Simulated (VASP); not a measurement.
# CsCl (Pm-3m) in VASP: further runs

The runs below take CsCl through single point, with r2SCAN.

Program: VASP 6.6.1. These are calculated values, not measurements. Logs are shortened: lines on timing, memory, paths and dates and some standing lists are left out, and cuts for length are marked.

## 1. The cell of the first run

The structure is cubic, space group Pm-3m (No. 221). Conventional cell: a = 4.112 Å, b = 4.112 Å, c = 4.112 Å, α = 90.00°, β = 90.00°, γ = 90.00°. Cs (site symmetry m-3m) has 8 Cl at 3.56 Å and 6 Cs at 4.11 Å within 4.7 Å. Within 4.7 Å of Cl (site symmetry m-3m) lie 8 Cs at 3.56 Å and 6 Cl at 4.11 Å.

## 2. Single point, r2SCAN

POSCAR reads:

```
CsCl
1.0
    4.1121833100      0.0000000000      0.0000000000
    0.0000000000      4.1121833100      0.0000000000
    0.0000000000      0.0000000000      4.1121833100
Cs Cl
1 1
Direct
    0.0000000000      0.0000000000      0.0000000000
    0.5000000000      0.5000000000      0.5000000000
```

INCAR.step1 reads:

```
ALGO = Normal
EDIFF = 1E-5
ENCUT = 550
GGA = PE
GGA_COMPAT = False
ISMEAR = -1
LASPH = True
LCHARG = False
LREAL = False
LWAVE = True
NBANDS = 15
NELM = 120
PREC = Accurate
SIGMA = 0.02
```

INCAR.step2 reads:

```
ALGO = Normal
EDIFF = 1E-6
ENCUT = 550
GGA_COMPAT = False
ISIF = 2
ISMEAR = -1
ISTART = 1
LASPH = True
LCHARG = True
LELF = True
LMIXTAU = True
LREAL = False
LVHAR = True
LWAVE = False
METAGGA = R2SCAN
NBANDS = 15
NELM = 120
PREC = Accurate
SIGMA = 0.02
```

KPOINTS reads:

```
k-points
0
Gamma
  8 8 8
```

Potentials or basis: VASP PAW PBE potentials, release 64 (Cs_sv, Cl).

Command:

```
$ cat potpaw_PBE.64/Cs_sv/POTCAR potpaw_PBE.64/Cl/POTCAR > POTCAR
$ cp INCAR.step1 INCAR
$ mpirun -np 1 vasp_std > vasp.out
$ cp INCAR.step2 INCAR
$ mpirun -np 1 vasp_std > vasp.out
```

OUTCAR:

```text
EDIFF = 1E-6
   ENCUT = 550
   ISIF = 2
   ISMEAR = -1
   ISTART = 1
   LASPH = True
   LREAL = False
   METAGGA = R2SCAN
   NELM = 120
   PREC = Accurate

 ion  position               nearest neighbor table
   1  0.000  0.000  0.000-
   2  0.500  0.500  0.500-

  LATTYP: Found a simple cubic cell.
 ALAT       =     4.1121833100

  Lattice vectors:

 A1 = (   4.1121833100,   0.0000000000,   0.0000000000)
 A2 = (   0.0000000000,   4.1121833100,   0.0000000000)
 A3 = (   0.0000000000,   0.0000000000,   4.1121833100)

Analysis of symmetry for initial positions (statically):
=====================================================================
 Subroutine PRICEL returns:
 Original cell was already a primitive cell.

 Routine SETGRP: Setting up the symmetry group for a
 simple cubic supercell.

 Subroutine GETGRP returns: Found 48 space group operations
 (whereof 48 operations were pure point group operations)
 out of a pool of 48 trial point group operations.

The static configuration has the point symmetry O_h .

Analysis of symmetry for dynamics (positions and initial velocities):
=====================================================================
 Subroutine PRICEL returns:
 Original cell was already a primitive cell.

 Routine SETGRP: Setting up the symmetry group for a
 simple cubic supercell.

 Subroutine GETGRP returns: Found 48 space group operations
 (whereof 48 operations were pure point group operations)
 out of a pool of 48 trial point group operations.

The dynamic configuration has the point symmetry O_h .

 Subroutine INISYM returns: Found 48 space group operations
 (whereof 48 operations are pure point group operations),
 and found     1 'primitive' translations

----------------------------------------------------------------------------------------

                                     Primitive cell

  volume of cell :      69.5372

  direct lattice vectors                    reciprocal lattice vectors
     4.112183310  0.000000000  0.000000000     0.243179821  0.000000000  0.000000000
     0.000000000  4.112183310  0.000000000     0.000000000  0.243179821  0.000000000
     0.000000000  0.000000000  4.112183310     0.000000000  0.000000000  0.243179821

  length of vectors
     4.112183310  4.112183310  4.112183310     0.243179821  0.243179821  0.243179821

  position of ions in fractional coordinates (direct lattice)
     0.000000000  0.000000000  0.000000000
     0.500000000  0.500000000  0.500000000

  ion indices of the primitive-cell ions
   primitive index   ion index
                 1           1
                 2           2

----------------------------------------------------------------------------------------

 KPOINTS: k-points

Automatic generation of k-mesh.
 Grid dimensions read from file:
 generate k-points for:    8    8    8

 Generating k-lattice:

  Cartesian coordinates                     Fractional coordinates (reciprocal lattice)
     0.030397478  0.000000000  0.000000000     0.125000000  0.000000000  0.000000000
     0.000000000  0.030397478  0.000000000     0.000000000  0.125000000  0.000000000
     0.000000000  0.000000000  0.030397478     0.000000000  0.000000000  0.125000000

  Length of vectors
     0.030397478  0.030397478  0.030397478

  Shift w.r.t. Gamma in fractional coordinates (k-lattice)
     0.000000000  0.000000000  0.000000000

 Subroutine IBZKPT returns following result:
 ===========================================

 Found     35 irreducible k-points:

 Following reciprocal coordinates:
            Coordinates               Weight
  0.000000  0.000000  0.000000      1.000000
  0.125000  0.000000  0.000000      6.000000
  0.250000  0.000000  0.000000      6.000000
  0.375000  0.000000  0.000000      6.000000
  0.500000  0.000000  0.000000      3.000000
  0.125000  0.125000  0.000000     12.000000
[... 16 lines left out ...]
  0.375000  0.375000  0.125000     24.000000
  0.500000  0.375000  0.125000     24.000000
 [... further k-points ...]
   k-points           NKPTS =     35   k-points in BZ     NKDIM =     35   number of bands    NBANDS=     15
   number of dos      NEDOS =    301   number of ions     NIONS =      2
   total plane-waves  NPLWV =  32768
   dimension x,y,z NGX =    32 NGY =   32 NGZ =   32
   dimension x,y,z NGXF=    64 NGYF=   64 NGZF=   64
   ions per type =               1   1
   NGX,Y,Z   is equivalent  to a cutoff of  12.94, 12.94, 12.94 a.u.
   NGXF,Y,Z  is equivalent  to a cutoff of  25.87, 25.87, 25.87 a.u.
 SYSTEM =  unknown system
   PREC   = accura    normal or accurate (medium, high low for compatibility)
   ISTART =      1    job   : 0-new  1-cont  2-samecut
   ICHARG =      0    charge: 1-file 2-atom 10-const
   ISPIN  =      1    spin polarized calculation?
   LNONCOLLINEAR =      F non collinear calculations
   LSORBIT =      F    spin-orbit coupling
   LASPH  =      T    aspherical Exc in radial PAW
   ENCUT  =  550.0 eV  40.42 Ry    6.36 a.u.   7.86  7.86  7.86*2*pi/ulx,y,z
   NELM   =    120;   NELMIN=  2; NELMDL=  0     # of ELM steps
   EDIFF  = 0.1E-05   stopping-criterion for ELM
   LREAL  =      F    real-space projection
   EDIFFG = 0.1E-04   stopping-criterion for IOM
   NSW    =      0    number of steps for IOM
   IBRION =     -1    ionic relax: 0-MD 1-quasi-New 2-CG
   NFREE  =      0    steps in history (QN), initial steepest desc. (CG)
   ISIF   =      2    stress and relaxation
   ISYM   =      2    0-nonsym 1-usesym 2-fastsym
   POTIM  = 0.5000    time-step for ionic-motion
   TEBEG  =    0.0;   TEEND  =   0.0 temperature during run
   PSTRESS=    0.0 pullay stress
   NELECT =      16.0000    total number of electrons
   NUPDOWN=      -1.0000    fix difference up-down
   EMIN   =  10.00;   EMAX   =-10.00  energy-range for DOS
   EFERMI =   0.00;   METHOD = LEGACY
   ISMEAR =    -1;   SIGMA  =   0.02  broadening in eV -4-tet -1-fermi 0-gaus
   EFERMI_NEDOS =   21; number of points for ismear=-14 and -15
   IALGO  =     38    algorithm
   IMIX   =      4    mixing-type and parameters
     AMIX     =   0.40;   BMIX     =  1.00
     AMIX_MAG =   1.60;   BMIX_MAG =  1.00
  volume/ion in A,a.u.               =      34.77       234.63
  Fermi-wavevector in a.u.,A,eV,Ry     =   1.003173  1.895721 13.692297  1.006355
  Thomas-Fermi vector in A             =   2.135707
   LORBIT       =      0    0 simple, 1 ext, 2 COOP (PROOUT), +10 PAW based schemes
   METAGGA = R2SCAN    functional components
   LHFCALC =     F    Hartree Fock is set to
   AEXX    =    0.0000 exact exchange contribution
   IVDW    =     0    specifies the selected vdW correction
   LEPSILON=     F    determine dielectric tensor
   LRPA    =     F    only Hartree local field effects (RPA)
 non-spin polarized calculation
  energy-cutoff  :      550.00
  volume of cell :       69.54
 maximum number of plane-waves:      2064
 NGX is ok and might be reduce to    32
   NGX = 15   NGY = 15   NGZ = 15

 number of electron      16.0000006 magnetization

 Free energy of the ion-electron system (eV)
  ---------------------------------------------------
  ext. energy  EPLUGINS =         0.00000000
  ---------------------------------------------------
  free energy    TOTEN  =       -35.52280181 eV

  energy without entropy =      -35.52280181  energy(sigma->0) =      -35.52280181

 E-fermi :  -0.2583     XC(G=0):  -8.7108

 val. band max:       -0.6455679809   @ k =   0.0000   0.0000   0.0000
 cond. band min:       5.2451337635   @ k =   0.0000   0.0000   0.0000
 fundamental gap:      5.8907017445
 Fermi energy:        -0.2582530202

 k-point     1 :       0.0000    0.0000    0.0000
  band No.  band energies     occupation
      1     -20.5235      2.00000
      2     -13.3852      2.00000
      3      -6.6263      2.00000
      4      -6.6263      2.00000
      5      -6.6263      2.00000
      6      -0.6456      2.00000
      7      -0.6456      2.00000
      8      -0.6456      2.00000
      9       5.2451      0.00000
     10       5.2451      0.00000
     11       5.4536      0.00000
     12      10.1281      0.00000
     13      10.1281      0.00000
     14      10.1281      0.00000
     15      13.2710      0.00000

 k-point     2 :       0.1250    0.0000    0.0000
  band No.  band energies     occupation
      1     -20.5104      2.00000
      2     -13.3918      2.00000
      3      -6.7154      2.00000
      4      -6.6053      2.00000
      5      -6.6053      2.00000
      6      -0.8505      2.00000
      7      -0.6799      2.00000
      8      -0.6799      2.00000
      9       5.3542      0.00000
     10       5.6190      0.00000
     11       5.8407      0.00000
     12       9.9915      0.00000
     13       9.9915      0.00000
     14      10.2210      0.00000
     15      12.3064      0.00000

 k-point     3 :       0.2500    0.0000    0.0000
  band No.  band energies     occupation
      1     -20.4786      2.00000
      2     -13.4090      2.00000
      3      -6.9146      2.00000
      4      -6.5534      2.00000
      5      -6.5534      2.00000
      6      -1.2874      2.00000
      7      -0.7649      2.00000
      8      -0.7649      2.00000
      9       5.6611      0.00000
     10       6.4692      0.00000
     11       6.9247      0.00000
     12       9.7560      0.00000
     13       9.7560      0.00000
     14      10.4765      0.00000
     15      10.8729      0.00000
[... 343 lines left out ...]
 k-point    23 :       0.3750    0.3750    0.1250
  band No.  band energies     occupation
      1     -20.3693      2.00000
      2     -13.3241      2.00000
      3      -7.2871      2.00000
      4      -7.2089      2.00000
      5      -6.5494      2.00000
      6      -1.2936      2.00000
      7      -1.1232      2.00000
      8      -0.8661      2.00000
      9       6.5838      0.00000
     10       6.7384      0.00000
     11       8.2165      0.00000
     12       8.4693      0.00000
     13       9.8329      0.00000
     14      10.5947      0.00000
     15      12.5112      0.00000

 k-point    24 :       0.5000    0.3750    0.1250
  band No.  band energies     occupation
      1     -20.3578      2.00000
      2     -13.3086      2.00000
      3      -7.3611      2.00000
      4      -7.2727      2.00000
      5      -6.5316      2.00000
      6      -1.2409      2.00000
      7      -1.1881      2.00000
      8      -0.8543      2.00000
      9       6.5099      0.00000
     10       6.5489      0.00000
     11       8.2042      0.00000
     12       8.2178      0.00000
     13      10.3434      0.00000
     14      11.6421      0.00000
     15      12.7393      0.00000

 [... further k-points ...]

------------------------ aborting loop because EDIFF is reached ----------------------------------------

  FORCE on cell =-STRESS in cart. coord.  units (eV):
  Direction    XX          YY          ZZ          XY          YZ          ZX
  --------------------------------------------------------------------------------------
  -------------------------------------------------------------------------------------
  Total        0.1910101      0.1910101      0.1910101     -0.0000000      0.0000000      0.0000000
  in kB        4.4009804      4.4009804      4.4009804     -0.0000000      0.0000000      0.0000000
  external PRESSURE =       4.4009804 kB  Pullay stress =       0.0000000 kB

 VOLUME and BASIS-vectors are now :
 -----------------------------------------------------------------------------
  energy-cutoff  :      550.00
  volume of cell :       69.54
      direct lattice vectors                 reciprocal lattice vectors
     4.112183310  0.000000000  0.000000000     0.243179821  0.000000000  0.000000000
     0.000000000  4.112183310  0.000000000     0.000000000  0.243179821  0.000000000
     0.000000000  0.000000000  4.112183310     0.000000000  0.000000000  0.243179821

 POSITION                                       TOTAL-FORCE (eV/Angst)
 -----------------------------------------------------------------------------------
      0.00000      0.00000      0.00000         0.000000      0.000000      0.000000
      2.05609      2.05609      2.05609         0.000000      0.000000      0.000000
 -----------------------------------------------------------------------------------
    total drift:                                0.000000      0.000000     -0.000000

  FREE ENERGIE OF THE ION-ELECTRON SYSTEM (eV)
  ---------------------------------------------------
  free  energy   TOTEN  =       -35.5228018068 eV

  energy  without entropy=      -35.5228018068  energy(sigma->0) =      -35.52280181
```

Run time: 40 s. Hardware: 1 thread of Intel Xeon 6975P-C (Granite Rapids), shared host; peak memory 0.2 GiB.

Results:

```yaml
Free_energy: -35.5228 eV
Pressure: 0.4 GPa
Band_gap_on_the_k_mesh: 5.89 eV
```

Caveat: the PAW data sets were made with another functional, which shifts forces and pressure a little; spin-orbit coupling is left out, which moves the levels of the heavy elements.

## 3. Single point, r2SCAN

This run uses another cell than the first one, of 35.48 Å³/atom.

POSCAR reads:

```
CsCl
1.0
    4.1399691800      0.0000000000      0.0000000000
    0.0000000000      4.1399691800      0.0000000000
    0.0000000000      0.0000000000      4.1399691800
Cs Cl
1 1
Direct
    0.0000000000      0.0000000000      0.0000000000
    0.5000000000      0.5000000000      0.5000000000
```

INCAR.step1 reads:

```
SYSTEM = CsCl
ALGO = Normal ; EDIFF = 1E-5
ENCUT = 550 ; GGA = PE
GGA_COMPAT = .False. ; ISMEAR = -1
LASPH = .True. ; LCHARG = .False.
LREAL = .False. ; LWAVE = .True.
NBANDS = 15 ; NELM = 120
PREC = Accurate ; SIGMA = 0.02
```

INCAR.step2 reads:

```
SYSTEM = CsCl
ALGO = Normal ; EDIFF = 1E-6
ENCUT = 550 ; GGA_COMPAT = .False.
ISIF = 2 ; ISMEAR = -1
ISTART = 1 ; LASPH = .True.
LCHARG = .True. ; LELF = .True.
LMIXTAU = .True. ; LREAL = .False.
LVHAR = .True. ; LWAVE = .False.
METAGGA = R2SCAN ; NBANDS = 15
NELM = 120 ; PREC = Accurate
SIGMA = 0.02
```

KPOINTS reads:

```
k-points
0
Gamma
  8 8 8
  0 0 0
```

Potentials or basis: VASP PAW PBE potentials, release 64 (Cs_sv, Cl).

Command:

```
$ cat potpaw_PBE.64/Cs_sv/POTCAR potpaw_PBE.64/Cl/POTCAR > POTCAR
$ cp INCAR.step1 INCAR
$ mpirun -np 1 vasp_std > vasp.out
$ cp INCAR.step2 INCAR
$ mpirun -np 1 vasp_std > vasp.out
```

OUTCAR:

```text
SYSTEM = CsCl
   EDIFF = 1E-6
   ENCUT = 550
   ISIF = 2
   ISMEAR = -1
   ISTART = 1
   LASPH = .True.
   LREAL = .False.
   METAGGA = R2SCAN
   NELM = 120
   PREC = Accurate

 ion  position               nearest neighbor table
   1  0.000  0.000  0.000-
   2  0.500  0.500  0.500-

  LATTYP: Found a simple cubic cell.
 ALAT       =     4.1399691800

  Lattice vectors:

 A1 = (   4.1399691800,   0.0000000000,   0.0000000000)
[... 614 lines left out ...]
     15      12.4931      0.00000

 [... further k-points ...]

------------------------ aborting loop because EDIFF is reached ----------------------------------------

  FORCE on cell =-STRESS in cart. coord.  units (eV):
  Direction    XX          YY          ZZ          XY          YZ          ZX
  --------------------------------------------------------------------------------------
  -------------------------------------------------------------------------------------
  Total        0.0192179      0.0192179      0.0192179      0.0000000     -0.0000000     -0.0000000
  in kB        0.4339352      0.4339352      0.4339352      0.0000000     -0.0000000     -0.0000000
  external PRESSURE =       0.4339352 kB  Pullay stress =       0.0000000 kB

 VOLUME and BASIS-vectors are now :
 -----------------------------------------------------------------------------
  energy-cutoff  :      550.00
  volume of cell :       70.96
      direct lattice vectors                 reciprocal lattice vectors
     4.139969180  0.000000000  0.000000000     0.241547692  0.000000000  0.000000000
     0.000000000  4.139969180  0.000000000     0.000000000  0.241547692  0.000000000
     0.000000000  0.000000000  4.139969180     0.000000000  0.000000000  0.241547692

 POSITION                                       TOTAL-FORCE (eV/Angst)
 -----------------------------------------------------------------------------------
      0.00000      0.00000      0.00000         0.000000      0.000000      0.000000
      2.06998      2.06998      2.06998         0.000000      0.000000      0.000000
 -----------------------------------------------------------------------------------
    total drift:                                0.000000      0.000000     -0.000000

  FREE ENERGIE OF THE ION-ELECTRON SYSTEM (eV)
  ---------------------------------------------------
  free  energy   TOTEN  =       -35.5251671855 eV

  energy  without entropy=      -35.5251671855  energy(sigma->0) =      -35.52516719
```

OUTCAR.step1:

```text
SYSTEM = CsCl
   EDIFF = 1E-5
   ENCUT = 550
   GGA = PE
   ISMEAR = -1
   LASPH = .True.
   LREAL = .False.
[... 652 lines left out ...]
      0.00000      0.00000      0.00000         0.000000      0.000000      0.000000
      2.06998      2.06998      2.06998         0.000000      0.000000      0.000000
 -----------------------------------------------------------------------------------
    total drift:                                0.000000      0.000000     -0.000000

  FREE ENERGIE OF THE ION-ELECTRON SYSTEM (eV)
  ---------------------------------------------------
  free  energy   TOTEN  =        -6.5322456171 eV

  energy  without entropy=       -6.5322456171  energy(sigma->0) =       -6.53224562
```

OSZICAR.step1:

```text
N       E                     dE             d eps       ncg     rms          rms(c)
DAV:   1     0.924975595554E+02    0.92498E+02   -0.71297E+03  1050   0.972E+02
DAV:   2     0.221840295456E+00   -0.92276E+02   -0.83494E+02  1482   0.161E+02
DAV:   3    -0.688470136368E+01   -0.71065E+01   -0.70757E+01  1379   0.499E+01
DAV:   4    -0.695059846526E+01   -0.65897E-01   -0.65887E-01  1267   0.572E+00
DAV:   5    -0.695133846676E+01   -0.74000E-03   -0.73998E-03  1449   0.627E-01    0.233E+00
DAV:   6    -0.657625685013E+01    0.37508E+00   -0.42737E-01  1309   0.368E+00    0.167E+00
DAV:   7    -0.653136009218E+01    0.44897E-01   -0.14733E-01  1323   0.204E+00    0.110E+00
DAV:   8    -0.653236537469E+01   -0.10053E-02   -0.18294E-02  1267   0.848E-01    0.213E-01
DAV:   9    -0.653201340933E+01    0.35197E-03   -0.25099E-03  1344   0.269E-01    0.103E-01
DAV:  10    -0.653223604363E+01   -0.22263E-03   -0.34152E-04  1218   0.131E-01    0.130E-02
DAV:  11    -0.653224561706E+01   -0.95734E-05   -0.20529E-05  1284   0.311E-02
   1 F= -.65322456E+01 E0= -.65322456E+01  d E =-.293974E-11
```

Wall time 39 s (1 thread of Intel Xeon 6975P-C (Granite Rapids), shared host); peak memory 0.2 GiB.

What came out:

| Item | Value |
| --- | --- |
| Free energy | -35.5252 eV |
| Pressure | 0.0 GPa |
| Band gap on the k mesh | 5.91 eV |

Caveat: the PAW data sets were made with another functional, which shifts forces and pressure a little; spin-orbit coupling is left out, which moves the levels of the heavy elements.
